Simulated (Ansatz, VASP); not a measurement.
## One calculation of InSe, two programs

The input INCAR:

```
SYSTEM = InSe
PREC = Accurate
ENCUT = 520
EDIFF = 1E-6
ISMEAR = -1
SIGMA = 0.01
LREAL = .False.
LASPH = .True.
NELM = 80
ALGO = Normal
ISIF = 2
LWAVE = .False.
LCHARG = .False.
GGA = PE
NBANDS = 27
```

Contents of KPOINTS:

```
regular mesh
0
Gamma
  7 7 7
  0 0 0
```

POSCAR

```
InSe
1.0
    1.9799996538      1.1431533331      8.3166700000
   -1.9799996538      1.1431533331      8.3166700000
    0.0000000000     -2.2863066663      8.3166700000
In Se
2 2
Direct
    0.0000000000      0.0000000000      0.0000000000
    0.1122000000      0.1122000000      0.1122000000
    0.6155000000      0.6155000000      0.6155000000
    0.8300000000      0.8300000000      0.8300000000
```

Input for Ansatz:

```yaml
crystal:
  lattice:
    - [1.9799996538, 1.1431533331, 8.31667]
    - [-1.9799996538, 1.1431533331, 8.31667]
    - [0.0, -2.2863066663, 8.31667]
  atoms:
    - { symbol: In, position: [0.0, 0.0, 0.0] }
    - { symbol: In, position: [0.1122, 0.1122, 0.1122] }
    - { symbol: Se, position: [0.6155, 0.6155, 0.6155] }
    - { symbol: Se, position: [0.83, 0.83, 0.83] }
kpoints:
  mp_grid: { grid: [7, 7, 7] }
  band_path:
    path:
      - [0.0, 0.0, 0.0]
      - [-0.5, -0.5, -0.5]
      - [-0.5, -0.1792622642, -0.8207377358]
      - [-0.1792622642, 0.1792622642, -0.5]
      - [0.0, 0.0, -0.5]
      - [0.0, 0.0, 0.0]
      - [0.0, 0.3396311321, -0.3396311321]
      - [-0.3396311321, 0.0, -0.6603688679]
      - [-0.5, 0.0, -0.5]
    npoints: 5
scf:
  occupations: { method: fermi_dirac, width: 0.01 }
hamiltonian:
  xc: pbe
  pseudopotentials: { kind: all_electron, lapw: { basis_error: 0.001 } }
output:
  forces: true
  stress: true
  eigenvalues: true
```

Change from the starting cell: equal xx and yy strain of -1 %.

Alike in both runs: task single point; functional PBE; k mesh 7 × 7 × 7; occupations fermi-dirac, width 0.01 eV; no spin polarisation.

```csv
,VASP,Ansatz
version,VASP 6.6.1,Ansatz 0.2.0
potentials or method,"VASP PAW PBE potentials, release 64 (In_d, Se), cutoff 520 eV","all-electron LAPW, scalar-relativistic"
```

VASP gave:

* gap on the k mesh at the Fermi level (eV): 0.82
* pressure (GPa): 4.2
* traceless stress, the component that is largest in VASP (GPa): -0.99
* rms of the force components (eV/Å): 0.216

Q: Which values does Ansatz return?

A: gap on the k mesh at the Fermi level (eV): 0.84; pressure (GPa): 4.1; traceless stress, the component that is largest in VASP (GPa): -0.99; rms of the force components (eV/Å): 0.207.

Atom by atom the forces differ by 0.009 eV/Å (rms over components). Ansatz ran all-electron here, and VASP with PAW potentials.
